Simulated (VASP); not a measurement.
# Ti2BN3 (P6/mmm) in VASP: a series of runs

Ti2BN3 is run at these levels: PBE; tasks: relaxation of cell and atoms, single point.

Everything below comes from runs of VASP 6.6.1. Logs are shortened: lines on timing, memory, paths and dates and some standing lists are left out, and cuts for length are marked.

### Step 1. The cell of the first run

Symmetry: P6/mmm, No. 191, hexagonal system. The conventional cell has a = 5.272 Å, b = 5.272 Å, c = 2.719 Å, α = 90.00°, β = 90.00°, γ = 120.00°. Ti (site symmetry -6m2) has 6 N at 2.04 Å within 2.7 Å. Within 3.6 Å of B (site symmetry 6/mmm) lie 2 B at 2.72 Å and 12 N at 2.97 Å and 6 Ti at 3.04 Å. Within 2.7 Å of N (site symmetry mmm) lie 4 Ti at 2.04 Å and 4 N at 2.64 Å.

### Step 2. Relaxation of cell and atoms, PBE

Contents of INCAR:

```
SYSTEM = Ti2BN3
ALGO = Normal
EDIFF = 1E-6
EDIFFG = -0.01
ENCUT = 600
GGA = PE
IBRION = 2
ISIF = 3
ISMEAR = 0
LASPH = .TRUE.
LCHARG = .FALSE.
LREAL = .FALSE.
LWAVE = .FALSE.
NELM = 80
NSW = 100
PREC = Accurate
SIGMA = 0.1
```

Contents of KPOINTS:

```
k-points
0
G
  12 12 14
  0 0 0
```

Contents of POSCAR:

```
Ti2BN3
1.0
    5.2722513651      0.0000000000      0.0000000000
   -2.6361256825      4.5659036173      0.0000000000
    0.0000000000      0.0000000000      2.7191768215
Ti B N
2 1 3
Direct
    0.3333333333      0.6666666667      0.0000000000
    0.6666666667      0.3333333333      0.0000000000
    0.0000000000      0.0000000000      0.0000000000
    0.5000000000      0.0000000000      0.5000000000
    0.5000000000      0.5000000000      0.5000000000
    0.0000000000      0.5000000000      0.5000000000
```

Potentials or basis: VASP PAW PBE potentials, release 64 (Ti_sv, B, N).

On the command line:

```console
$ cat potpaw_PBE.64/Ti_sv/POTCAR potpaw_PBE.64/B/POTCAR potpaw_PBE.64/N/POTCAR > POTCAR
$ mpirun -np 1 vasp_std > vasp.out
```

OUTCAR:

```text
SYSTEM = Ti2BN3
   EDIFF = 1E-6
   EDIFFG = -0.01
   ENCUT = 600
   GGA = PE
   IBRION = 2
   ISIF = 3
   ISMEAR = 0
   LASPH = .TRUE.
   LREAL = .FALSE.
   NELM = 80
   NSW = 100
   PREC = Accurate

 ion  position               nearest neighbor table
   1  0.333  0.667  0.000-   4 2.04   4 2.04   6 2.04   6 2.04   5 2.04   5 2.04
   2  0.667  0.333  0.000-   4 2.04   4 2.04   6 2.04   6 2.04   5 2.04   5 2.04
   3  0.000  0.000  0.000-
   4  0.500  0.000  0.500-   1 2.04   2 2.04   1 2.04   2 2.04
   5  0.500  0.500  0.500-   1 2.04   2 2.04   1 2.04   2 2.04
   6  0.000  0.500  0.500-   1 2.04   2 2.04   1 2.04   2 2.04

  LATTYP: Found a hexagonal cell.
 ALAT       =     5.2722513651
 C/A-ratio  =     0.5157524999

  Lattice vectors:

 A1 = (   5.2722513651,   0.0000000000,   0.0000000000)
 A2 = (  -2.6361256825,   4.5659036173,   0.0000000000)
 A3 = (   0.0000000000,   0.0000000000,   2.7191768215)

Analysis of symmetry for initial positions (statically):
=====================================================================
 Subroutine PRICEL returns:
 Original cell was already a primitive cell.

 Routine SETGRP: Setting up the symmetry group for a
 hexagonal supercell.

 Subroutine GETGRP returns: Found 24 space group operations
 (whereof 24 operations were pure point group operations)
 out of a pool of 24 trial point group operations.

The static configuration has the point symmetry D_6h.

Analysis of symmetry for dynamics (positions and initial velocities):
=====================================================================
 Subroutine PRICEL returns:
 Original cell was already a primitive cell.

 Routine SETGRP: Setting up the symmetry group for a
 hexagonal supercell.

 Subroutine GETGRP returns: Found 24 space group operations
 (whereof 24 operations were pure point group operations)
 out of a pool of 24 trial point group operations.

The dynamic configuration has the point symmetry D_6h.

 Subroutine INISYM returns: Found 24 space group operations
 (whereof 24 operations are pure point group operations),
 and found     1 'primitive' translations

----------------------------------------------------------------------------------------

                                     Primitive cell

  volume of cell :      65.4576

  direct lattice vectors                    reciprocal lattice vectors
     5.272251365  0.000000000  0.000000000     0.189672292  0.109507349  0.000000000
    -2.636125682  4.565903617  0.000000000     0.000000000  0.219014698  0.000000000
     0.000000000  0.000000000  2.719176822     0.000000000  0.000000000  0.367758357

  length of vectors
     5.272251365  5.272251365  2.719176822     0.219014698  0.219014698  0.367758357

  position of ions in fractional coordinates (direct lattice)
     0.333333333  0.666666667  0.000000000
     0.666666667  0.333333333  0.000000000
     0.000000000  0.000000000  0.000000000
     0.500000000  0.000000000  0.500000000
     0.500000000  0.500000000  0.500000000
     0.000000000  0.500000000  0.500000000

  ion indices of the primitive-cell ions
   primitive index   ion index
                 1           1
                 2           2
                 3           3
                 4           4
                 5           5
                 6           6

----------------------------------------------------------------------------------------

 KPOINTS: k-points

Automatic generation of k-mesh.
 Grid dimensions read from file:
 generate k-points for:   12   12   14

 Generating k-lattice:

  Cartesian coordinates                     Fractional coordinates (reciprocal lattice)
     0.015806024  0.009125612  0.000000000     0.083333333  0.000000000  0.000000000
     0.000000000  0.018251225  0.000000000     0.000000000  0.083333333  0.000000000
     0.000000000  0.000000000  0.026268454     0.000000000  0.000000000  0.071428571

  Length of vectors
     0.018251225  0.018251225  0.026268454

  Shift w.r.t. Gamma in fractional coordinates (k-lattice)
     0.000000000  0.000000000  0.000000000

 Subroutine IBZKPT returns following result:
 ===========================================

 Found    152 irreducible k-points:

 Following reciprocal coordinates:
            Coordinates               Weight
  0.000000  0.000000  0.000000      1.000000
  0.083333  0.000000  0.000000      6.000000
  0.166667  0.000000  0.000000      6.000000
  0.250000  0.000000  0.000000      6.000000
  0.333333  0.000000  0.000000      6.000000
  0.416667  0.000000  0.000000      6.000000
[... 16 lines left out ...]
  0.250000  0.000000  0.071429     12.000000
  0.333333  0.000000  0.071429     12.000000
 [... further k-points ...]
   k-points           NKPTS =    152   k-points in BZ     NKDIM =    152   number of bands    NBANDS=     25
   number of dos      NEDOS =    301   number of ions     NIONS =      6
   total plane-waves  NPLWV =  42336
   dimension x,y,z NGX =    42 NGY =   42 NGZ =   24
   dimension x,y,z NGXF=    84 NGYF=   84 NGZF=   48
   ions per type =               2   1   3
   NGX,Y,Z   is equivalent  to a cutoff of  13.24, 13.24, 14.67 a.u.
   NGXF,Y,Z  is equivalent  to a cutoff of  26.49, 26.49, 29.35 a.u.
 SYSTEM =  Ti2BN3
   PREC   = accura    normal or accurate (medium, high low for compatibility)
   ISTART =      0    job   : 0-new  1-cont  2-samecut
   ICHARG =      2    charge: 1-file 2-atom 10-const
   ISPIN  =      1    spin polarized calculation?
   LNONCOLLINEAR =      F non collinear calculations
   LSORBIT =      F    spin-orbit coupling
   LASPH  =      T    aspherical Exc in radial PAW
   ENCUT  =  600.0 eV  44.10 Ry    6.64 a.u.  10.53 10.53  5.43*2*pi/ulx,y,z
   NELM   =     80;   NELMIN=  2; NELMDL= -5     # of ELM steps
   EDIFF  = 0.1E-05   stopping-criterion for ELM
   LREAL  =      F    real-space projection
   EDIFFG = -.1E-01   stopping-criterion for IOM
   NSW    =    100    number of steps for IOM
   IBRION =      2    ionic relax: 0-MD 1-quasi-New 2-CG
   NFREE  =      1    steps in history (QN), initial steepest desc. (CG)
   ISIF   =      3    stress and relaxation
   ISYM   =      2    0-nonsym 1-usesym 2-fastsym
   POTIM  = 0.5000    time-step for ionic-motion
   TEBEG  =    0.0;   TEEND  =   0.0 temperature during run
   PSTRESS=    0.0 pullay stress
   NELECT =      42.0000    total number of electrons
   NUPDOWN=      -1.0000    fix difference up-down
   EMIN   =  10.00;   EMAX   =-10.00  energy-range for DOS
   EFERMI =   0.00;   METHOD = LEGACY
   ISMEAR =     0;   SIGMA  =   0.10  broadening in eV -4-tet -1-fermi 0-gaus
   EFERMI_NEDOS =   21; number of points for ismear=-14 and -15
   IALGO  =     38    algorithm
   IMIX   =      4    mixing-type and parameters
     AMIX     =   0.40;   BMIX     =  1.00
     AMIX_MAG =   1.60;   BMIX_MAG =  1.00
  volume/ion in A,a.u.               =      10.91        73.62
  Fermi-wavevector in a.u.,A,eV,Ry     =   1.412010  2.668312 27.126925  1.993773
  Thomas-Fermi vector in A             =   2.533803
   LORBIT       =      0    0 simple, 1 ext, 2 COOP (PROOUT), +10 PAW based schemes
   GGA     = PE    functional components
   LHFCALC =     F    Hartree Fock is set to
   AEXX    =    0.0000 exact exchange contribution
   IVDW    =     0    specifies the selected vdW correction
   LEPSILON=     F    determine dielectric tensor
   LRPA    =     F    only Hartree local field effects (RPA)
 conjugate gradient relaxation of ions
 non-spin polarized calculation
 Gauss-broadening in eV      SIGMA  =   0.10
  energy-cutoff  :      600.00
  volume of cell :       65.46
 maximum number of plane-waves:      2208
   NGX = 21   NGY = 21   NGZ = 11

--------------------------------------- Ionic step        1  -------------------------------------------

 number of electron      42.0000008 magnetization

 Free energy of the ion-electron system (eV)
  ---------------------------------------------------
  ext. energy  EPLUGINS =         0.00000000
  ---------------------------------------------------
  free energy    TOTEN  =       -48.31908309 eV

  energy without entropy =      -48.30947392  energy(sigma->0) =      -48.31427851

------------------------ aborting loop because EDIFF is reached ----------------------------------------

  FORCE on cell =-STRESS in cart. coord.  units (eV):
  Direction    XX          YY          ZZ          XY          YZ          ZX
  --------------------------------------------------------------------------------------
  -------------------------------------------------------------------------------------
  Total        0.0591902      0.0591902      0.1090685      0.0000000      0.0000000      0.0000000
  in kB        1.4487717      1.4487717      2.6696200      0.0000000      0.0000000      0.0000000
  external PRESSURE =       1.8557211 kB  Pullay stress =       0.0000000 kB
[... 65 lines left out ...]
  energy  without entropy=      -48.3094245198  energy(sigma->0) =      -48.31425012

--------------------------------------- Ionic step        3  -------------------------------------------

 number of electron      42.0000008 magnetization

 Free energy of the ion-electron system (eV)
  ---------------------------------------------------
  ext. energy  EPLUGINS =         0.00000000
  ---------------------------------------------------
  free energy    TOTEN  =       -48.31911945 eV

  energy without entropy =      -48.30949062  energy(sigma->0) =      -48.31430504

 E-fermi :   6.4706     XC(G=0): -11.5199

 val. band max:        6.4698305733   @ k =   0.3333   0.0000   0.5000
 cond. band min:       6.4762374544   @ k =   0.2500   0.0000   0.3571
 fundamental gap:      0.0064068812
 Fermi energy:         6.4706082274

 k-point     1 :       0.0000    0.0000    0.0000
  band No.  band energies     occupation
      1     -50.5500      2.00000
      2     -50.5066      2.00000
      3     -26.9632      2.00000
      4     -26.9632      2.00000
      5     -26.7292      2.00000
      6     -26.7292      2.00000
[... 661 lines left out ...]
     24       8.7164      0.00000
     25       8.7803      0.00000

 [... further k-points ...]

------------------------ aborting loop because EDIFF is reached ----------------------------------------

  FORCE on cell =-STRESS in cart. coord.  units (eV):
  Direction    XX          YY          ZZ          XY          YZ          ZX
  --------------------------------------------------------------------------------------
  -------------------------------------------------------------------------------------
  Total        0.0026814      0.0026814     -0.0120465      0.0000000      0.0000000      0.0000000
  in kB        0.0655730      0.0655730     -0.2945942      0.0000000      0.0000000      0.0000000
  external PRESSURE =      -0.0544827 kB  Pullay stress =       0.0000000 kB
[... 21 lines left out ...]
  FREE ENERGIE OF THE ION-ELECTRON SYSTEM (eV)
  ---------------------------------------------------
  free  energy   TOTEN  =       -48.3191194482 eV

  energy  without entropy=      -48.3094906221  energy(sigma->0) =      -48.31430504

 reached required accuracy - stopping structural energy minimisation
```

It took 12 min on 1 thread of Intel Xeon 6975P-C, shared host; peak memory 0.42 GiB.

Results:

* Free energy: -48.3191 eV
* Relaxed volume: 10.92 Å³/atom
* Relaxed cell: a = 5.273 Å, b = 5.273 Å, c = 2.720 Å, α = 90.00°, β = 90.00°, γ = 120.00°
* Space group after relaxing (to 0.05 Å): P6/mmm (No. 191)
* Energy gained by relaxing: 0.0 meV/atom
* Ionic steps: 3
* Pressure after relaxing: 0.0 GPa
* Band gap on the k mesh: zero (band 21 reaches 7.04 eV, above the bottom of band 22 at 5.79 eV)

Final structure:
```xyz
6
Lattice="5.2735 0.0000 0.0000 -2.6367 4.5670 0.0000 0.0000 0.0000 2.7203" Properties=species:S:1:pos:R:3 pbc="T T T"
Ti    0.0000    3.0446    0.0000
Ti    2.6367    1.5223    2.7203
B    -2.6367    4.5670    2.7203
N     2.6367    0.0000    1.3602
N     1.3184    2.2835    1.3602
N    -1.3184    2.2835    1.3602
```

Levels at points of the mesh, in eV from the Fermi level:
| k point | band 17 | band 18 | band 19 | band 20 | band 21 | band 22 | band 23 | band 24 | band 25 |
| --- | --- | --- | --- | --- | --- | --- | --- | --- | --- |
| (0.00, 0.00, 0.00) | -2.65 | -1.11 | -1.11 | -0.67 | -0.43 | 0.02 | 1.78 | 1.78 | 2.33 |
| (0.50, 0.00, 0.00) | -2.17 | -2.15 | -2.07 | -1.46 | -1.06 | -0.68 | 1.98 | 2.04 | 2.21 |
| (0.00, 0.00, 0.50) | -3.62 | -2.22 | -1.13 | -0.74 | -0.74 | -0.39 | -0.39 | 0.74 | 3.55 |
| (0.50, 0.00, 0.50) | -3.93 | -3.74 | -2.62 | -1.62 | 0.15 | 0.18 | 0.55 | 1.60 | 2.02 |

### Step 3. Single point, PBE

Contents of INCAR:

```
ALGO = Normal
EDIFF = 1E-7
ENCUT = 520
GGA = PE
ISIF = 2
ISMEAR = 0
LASPH = True
LCHARG = False
LREAL = False
LWAVE = False
NBANDS = 30
NELM = 60
PREC = Accurate
SIGMA = 0.1
```

Contents of KPOINTS:

```
k-points
0
Gamma
  12 12 12
```

POSCAR is that of step 2.

Potentials or basis: VASP PAW PBE potentials, release 64 (Ti_sv, B, N).

On the command line:

```console
$ cat potpaw_PBE.64/Ti_sv/POTCAR potpaw_PBE.64/B/POTCAR potpaw_PBE.64/N/POTCAR > POTCAR
$ mpirun -np 1 vasp_std > vasp.out
```

Run time: 2 min. Hardware: 1 thread of Intel Xeon 6975P-C (Granite Rapids), shared host; peak memory 0.34 GiB.

It converged, with:

| Property | Result |
| --- | --- |
| Free energy | -48.3228 eV |
| Pressure | 0.3 GPa |
| Band gap on the k mesh | zero (band 21 reaches 7.02 eV, above the bottom of band 22 at 5.80 eV) |

Stress tensor (GPa, compression positive):
```
0.22 0.00 0.00
0.00 0.22 0.00
0.00 0.00 0.35
```

Levels at points of the mesh, in eV from the Fermi level:
| k point | band 18 | band 19 | band 20 | band 21 | band 22 | band 23 | band 24 | band 25 |
| --- | --- | --- | --- | --- | --- | --- | --- | --- |
| (0.00, 0.00, 0.00) | -1.11 | -1.11 | -0.66 | -0.42 | 0.03 | 1.79 | 1.79 | 2.35 |
| (0.50, 0.00, 0.00) | -2.15 | -2.07 | -1.45 | -1.05 | -0.67 | 1.99 | 2.05 | 2.23 |
| (0.00, 0.00, 0.50) | -2.21 | -1.12 | -0.73 | -0.73 | -0.37 | -0.37 | 0.74 | 3.57 |
| (0.50, 0.00, 0.50) | -3.73 | -2.61 | -1.61 | 0.16 | 0.20 | 0.56 | 1.62 | 2.03 |
